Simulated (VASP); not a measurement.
# P (P6/mmm) in VASP: notebook

The runs below take P through density of states, with PBE.

Program: VASP 6.6.1. These are calculated values, not measurements. Logs are shortened: lines on timing, memory, paths and dates and some standing lists are left out, and cuts for length are marked.

## 1. The cell of the first run

Symmetry: P6/mmm, No. 191, hexagonal system. Conventional cell: a = 3.352 Å, b = 3.352 Å, c = 1.991 Å, α = 90.00°, β = 90.00°, γ = 120.00°. Within 2.6 Å of P (site symmetry 6/mmm) lie 14 P at 1.99 to 2.18 Å. Within 2.6 Å of P (site symmetry -6m2) lie 11 P at 1.94 to 2.18 Å.

## 2. Density of states, PBE (volume scaled by 0.45)

Contents of POSCAR:

```
P
1.0
    3.3516927431      0.0000000000      0.0000000000
   -1.6758463716      2.9026510612      0.0000000000
    0.0000000000      0.0000000000      1.9908501593
P
3
Direct
    0.0000000000      0.0000000000      0.0000000000
    0.3333333333      0.6666666667      0.5000000000
    0.6666666667      0.3333333333      0.5000000000
```

Contents of INCAR.step1:

```
SYSTEM = P
PREC = Accurate
ENCUT = 520
EDIFF = 1E-6
ISMEAR = -1
SIGMA = 0.05
LREAL = .FALSE.
LASPH = .TRUE.
NELM = 100
ALGO = Normal
ISIF = 2
LWAVE = .FALSE.
LCHARG = .TRUE.
GGA = PE
NBANDS = 14
```

Contents of KPOINTS.step1:

```
regular mesh
0
G
  9 9 12
  0 0 0
```

Contents of INCAR.step2:

```
SYSTEM = P
PREC = Accurate
ENCUT = 520
EDIFF = 1E-6
ISMEAR = -5
SIGMA = 0.05
LREAL = .FALSE.
LASPH = .TRUE.
NELM = 100
ALGO = Normal
ISIF = 2
LWAVE = .FALSE.
LCHARG = .FALSE.
GGA = PE
LORBIT = 10
NEDOS = 1001
ICHARG = 11
```

Contents of KPOINTS.step2:

```
regular mesh
0
G
  14 14 18
  0 0 0
```

Potentials or basis: VASP PAW PBE potentials, release 64 (P).

Run with:

```bash
$ cat potpaw_PBE.64/P/POTCAR > POTCAR
$ cp INCAR.step1 INCAR
$ cp KPOINTS.step1 KPOINTS
$ mpirun -np 1 vasp_std > vasp.out
$ cp INCAR.step2 INCAR
$ cp KPOINTS.step2 KPOINTS
$ mpirun -np 1 vasp_std > vasp.out
```

OUTCAR:

```text
SYSTEM = P
   PREC = Accurate
   ENCUT = 520
   EDIFF = 1E-6
   ISMEAR = -5
   LREAL = .FALSE.
   LASPH = .TRUE.
   NELM = 100
   ISIF = 2
   GGA = PE
   LORBIT = 10
   ICHARG = 11

 ion  position               nearest neighbor table
   1  0.000  0.000  0.000-   2 2.18   3 2.18   2 2.18   3 2.18   3 2.18   3 2.18   2 2.18   2 2.18
                             3 2.18   3 2.18   2 2.18   2 2.18
   2  0.333  0.667  0.500-   3 1.94   3 1.94   3 1.94   1 2.18   1 2.18   1 2.18   1 2.18   1 2.18
                             1 2.18   3 2.78   3 2.78   3 2.78   3 2.78   3 2.78   3 2.78
   3  0.667  0.333  0.500-   2 1.94   2 1.94   2 1.94   1 2.18   1 2.18   1 2.18   1 2.18   1 2.18
                             1 2.18   2 2.78   2 2.78   2 2.78   2 2.78   2 2.78   2 2.78

  LATTYP: Found a hexagonal cell.
 ALAT       =     3.3516927431
 C/A-ratio  =     0.5939834919

  Lattice vectors:

 A1 = (   3.3516927431,   0.0000000000,   0.0000000000)
 A2 = (  -1.6758463716,   2.9026510612,   0.0000000000)
 A3 = (   0.0000000000,   0.0000000000,   1.9908501593)

Analysis of symmetry for initial positions (statically):
=====================================================================
 Subroutine PRICEL returns:
 Original cell was already a primitive cell.

 Routine SETGRP: Setting up the symmetry group for a
 hexagonal supercell.

 Subroutine GETGRP returns: Found 24 space group operations
 (whereof 24 operations were pure point group operations)
 out of a pool of 24 trial point group operations.

The static configuration has the point symmetry D_6h.

Analysis of symmetry for dynamics (positions and initial velocities):
=====================================================================
 Subroutine PRICEL returns:
 Original cell was already a primitive cell.

 Routine SETGRP: Setting up the symmetry group for a
 hexagonal supercell.

 Subroutine GETGRP returns: Found 24 space group operations
 (whereof 24 operations were pure point group operations)
 out of a pool of 24 trial point group operations.

The dynamic configuration has the point symmetry D_6h.

 Subroutine INISYM returns: Found 24 space group operations
 (whereof 24 operations are pure point group operations),
 and found     1 'primitive' translations

----------------------------------------------------------------------------------------

                                     Primitive cell

  volume of cell :      19.3686

  direct lattice vectors                    reciprocal lattice vectors
     3.351692743  0.000000000  0.000000000     0.298356704  0.172256323  0.000000000
    -1.675846372  2.902651061  0.000000000     0.000000000  0.344512647  0.000000000
     0.000000000  0.000000000  1.990850159     0.000000000  0.000000000  0.502297973

  length of vectors
     3.351692743  3.351692743  1.990850159     0.344512647  0.344512647  0.502297973

  position of ions in fractional coordinates (direct lattice)
     0.000000000  0.000000000  0.000000000
     0.333333333  0.666666667  0.500000000
     0.666666667  0.333333333  0.500000000

  ion indices of the primitive-cell ions
   primitive index   ion index
                 1           1
                 2           2
                 3           3

----------------------------------------------------------------------------------------

 KPOINTS: regular mesh

Automatic generation of k-mesh.
 Grid dimensions read from file:
 generate k-points for:   14   14   18

 Generating k-lattice:

  Cartesian coordinates                     Fractional coordinates (reciprocal lattice)
     0.021311193  0.012304023  0.000000000     0.071428571  0.000000000  0.000000000
     0.000000000  0.024608046  0.000000000     0.000000000  0.071428571  0.000000000
     0.000000000  0.000000000  0.027905443     0.000000000  0.000000000  0.055555556

  Length of vectors
     0.024608046  0.024608046  0.027905443

  Shift w.r.t. Gamma in fractional coordinates (k-lattice)
     0.000000000  0.000000000  0.000000000

 TETIRR: Found   3654 inequivalent tetrahedra from    21168

 Subroutine IBZKPT returns following result:
 ===========================================

 Found    240 irreducible k-points:

 Following reciprocal coordinates:
            Coordinates               Weight
  0.000000  0.000000  0.000000      1.000000
  0.071429  0.000000  0.000000      6.000000
  0.142857  0.000000  0.000000      6.000000
  0.214286  0.000000  0.000000      6.000000
  0.285714  0.000000  0.000000      6.000000
  0.357143  0.000000  0.000000      6.000000
[... 16 lines left out ...]
  0.285714  0.285714  0.000000      6.000000
  0.357143  0.285714  0.000000      6.000000
 [... further k-points ...]
   k-points           NKPTS =    240   k-points in BZ     NKDIM =    240   number of bands    NBANDS=     11
   number of dos      NEDOS =   1001   number of ions     NIONS =      3
   total plane-waves  NPLWV =  12544
   dimension x,y,z NGX =    28 NGY =   28 NGZ =   16
   dimension x,y,z NGXF=    56 NGYF=   56 NGZF=   32
   ions per type =               3
   NGX,Y,Z   is equivalent  to a cutoff of  13.89, 13.89, 13.36 a.u.
   NGXF,Y,Z  is equivalent  to a cutoff of  27.78, 27.78, 26.72 a.u.
 SYSTEM =  P
   PREC   = accura    normal or accurate (medium, high low for compatibility)
   ISTART =      0    job   : 0-new  1-cont  2-samecut
   ICHARG =     11    charge: 1-file 2-atom 10-const
   ISPIN  =      1    spin polarized calculation?
   LNONCOLLINEAR =      F non collinear calculations
   LSORBIT =      F    spin-orbit coupling
   LASPH  =      T    aspherical Exc in radial PAW
   ENCUT  =  520.0 eV  38.22 Ry    6.18 a.u.   6.23  6.23  3.70*2*pi/ulx,y,z
   NELM   =    100;   NELMIN=  2; NELMDL=  0     # of ELM steps
   EDIFF  = 0.1E-05   stopping-criterion for ELM
   LREAL  =      F    real-space projection
   EDIFFG = 0.1E-04   stopping-criterion for IOM
   NSW    =      0    number of steps for IOM
   IBRION =     -1    ionic relax: 0-MD 1-quasi-New 2-CG
   NFREE  =      0    steps in history (QN), initial steepest desc. (CG)
   ISIF   =      2    stress and relaxation
   ISYM   =      2    0-nonsym 1-usesym 2-fastsym
   POTIM  = 0.5000    time-step for ionic-motion
   TEBEG  =    0.0;   TEEND  =   0.0 temperature during run
   PSTRESS=    0.0 pullay stress
   NELECT =      15.0000    total number of electrons
   NUPDOWN=      -1.0000    fix difference up-down
   EMIN   =  10.00;   EMAX   =-10.00  energy-range for DOS
   EFERMI =   0.00;   METHOD = LEGACY
   ISMEAR =    -5;   SIGMA  =   0.05  broadening in eV -4-tet -1-fermi 0-gaus
   EFERMI_NEDOS =   21; number of points for ismear=-14 and -15
   IALGO  =     38    algorithm
   IMIX   =      4    mixing-type and parameters
     AMIX     =   0.40;   BMIX     =  1.00
     AMIX_MAG =   1.60;   BMIX_MAG =  1.00
  volume/ion in A,a.u.               =       6.46        43.57
  Fermi-wavevector in a.u.,A,eV,Ry     =   1.503394  2.841002 30.751786  2.260193
  Thomas-Fermi vector in A             =   2.614510
   LORBIT       =     10    0 simple, 1 ext, 2 COOP (PROOUT), +10 PAW based schemes
   GGA     = PE    functional components
   LHFCALC =     F    Hartree Fock is set to
   AEXX    =    0.0000 exact exchange contribution
   IVDW    =     0    specifies the selected vdW correction
   LEPSILON=     F    determine dielectric tensor
   LRPA    =     F    only Hartree local field effects (RPA)
 non-spin polarized calculation
 Fermi weights with tetrahedron method with Bloechl corrections
  energy-cutoff  :      520.00
  volume of cell :       19.37
 maximum number of plane-waves:       536
 NGX is ok and might be reduce to    28

 number of electron      14.9999999 magnetization

 Free energy of the ion-electron system (eV)
  ---------------------------------------------------
  ext. energy  EPLUGINS =         0.00000000
  ---------------------------------------------------
  free energy    TOTEN  =         0.04872022 eV

  energy without entropy =        0.04872022  energy(sigma->0) =        0.04872022

 E-fermi :  25.3975     XC(G=0): -15.2975

 val. band max:       25.8320905050   @ k =   0.5000   0.0000   0.2778
 cond. band min:      25.0754127375   @ k =   0.3571   0.0000   0.3333
 fundamental gap:     -0.7566777676
 Fermi energy:        25.3975012640

 k-point     1 :       0.0000    0.0000    0.0000
  band No.  band energies     occupation
      1      -2.0564      2.00000
      2      13.1972      2.00000
      3      13.1972      2.00000
      4      13.2413      2.00000
      5      13.2414      2.00000
      6      16.1543      2.00000
      7      16.5644      2.00000
      8      31.4676      0.00000
      9      32.2616      0.00000
     10      40.8215      0.00000
     11      41.2556      0.00000

 k-point     2 :       0.0714    0.0000    0.0000
  band No.  band energies     occupation
      1      -1.9705      2.00000
      2      11.6504      2.00000
      3      12.1885      2.00000
      4      13.5323      2.00000
      5      14.4109      2.00000
      6      16.8978      2.00000
      7      17.3562      2.00000
      8      31.5356      0.00000
      9      32.2904      0.00000
     10      39.9868      0.00000
     11      40.0066      0.00000

 k-point     3 :       0.1429    0.0000    0.0000
  band No.  band energies     occupation
      1      -1.7130      2.00000
      2       9.8030      2.00000
      3      11.3181      2.00000
      4      12.9909      2.00000
      5      15.7634      2.00000
      6      18.1062      2.00000
      7      19.3722      2.00000
      8      31.7399      0.00000
      9      32.3438      0.00000
     10      37.5952      0.00000
     11      38.1546      0.00000
[... 267 lines left out ...]
 k-point    23 :       0.2857    0.2857    0.0000
  band No.  band energies     occupation
      1       2.0154      2.00000
      2       4.2837      2.00000
      3       4.4154      2.00000
      4      17.9403      2.00000
      5      18.1479      2.00000
      6      22.3934      2.00000
      7      30.1287      0.00000
      8      30.8899      0.00000
      9      32.7353      0.00000
     10      34.7815      0.00000
     11      35.1037      0.00000

 k-point    24 :       0.3571    0.2857    0.0000
  band No.  band energies     occupation
      1       3.0261      2.00000
      2       3.1769      2.00000
      3       4.2727      2.00000
      4      17.9632      2.00000
      5      20.0510      2.00000
      6      20.2607      2.00000
      7      31.4961      0.00000
      8      32.0248      0.00000
      9      32.8503      0.00000
     10      33.8677      0.00000
     11      35.1410      0.00000

 [... further k-points ...]
[... 5 lines left out ...]
  --------------------------------------------------------------------------------------
  -------------------------------------------------------------------------------------
  Total       46.9343407     46.9343407     46.8002192     -0.0000000      0.0000000      0.0000000
  in kB     3882.4305856   3882.4305856   3871.3359939     -0.0000001      0.0000000      0.0000000
  external PRESSURE =    3878.7323884 kB  Pullay stress =       0.0000000 kB

 VOLUME and BASIS-vectors are now :
 -----------------------------------------------------------------------------
  energy-cutoff  :      520.00
  volume of cell :       19.37
      direct lattice vectors                 reciprocal lattice vectors
     3.351692743  0.000000000  0.000000000     0.298356704  0.172256323  0.000000000
    -1.675846372  2.902651061  0.000000000     0.000000000  0.344512647  0.000000000
     0.000000000  0.000000000  1.990850159     0.000000000  0.000000000  0.502297973

 POSITION                                       TOTAL-FORCE (eV/Angst)
 -----------------------------------------------------------------------------------
      0.00000      0.00000      0.00000         0.000000      0.000000     -0.000000
     -0.00000      1.93510      0.99543        -0.000000      0.000000     -0.000000
      1.67585      0.96755      0.99543         0.000000     -0.000000      0.000000
 -----------------------------------------------------------------------------------
    total drift:                                0.000000     -0.000000     -0.000000

  FREE ENERGIE OF THE ION-ELECTRON SYSTEM (eV)
  ---------------------------------------------------
  free  energy   TOTEN  =         0.0487202246 eV

  energy  without entropy=        0.0487202246  energy(sigma->0) =        0.04872022

 total charge

# of ion       s       p       d       tot
------------------------------------------
    1        1.076   1.711   0.000   2.787
    2        1.078   1.842   0.000   2.920
    3        1.078   1.842   0.000   2.920
--------------------------------------------------
tot          3.231   5.395   0.000   8.626
```

It took 33 s on 1 thread of Intel Xeon Platinum 8375C at 2.90GHz (Ice Lake), shared host; peak memory 0.15 GiB.

What came out:

```
Valence electrons inside the program's atomic spheres : P 2.79, 2.92
```

Caveat: the bands computed are all filled at some k points, so no gap is given.

[end of part 1 of 2]
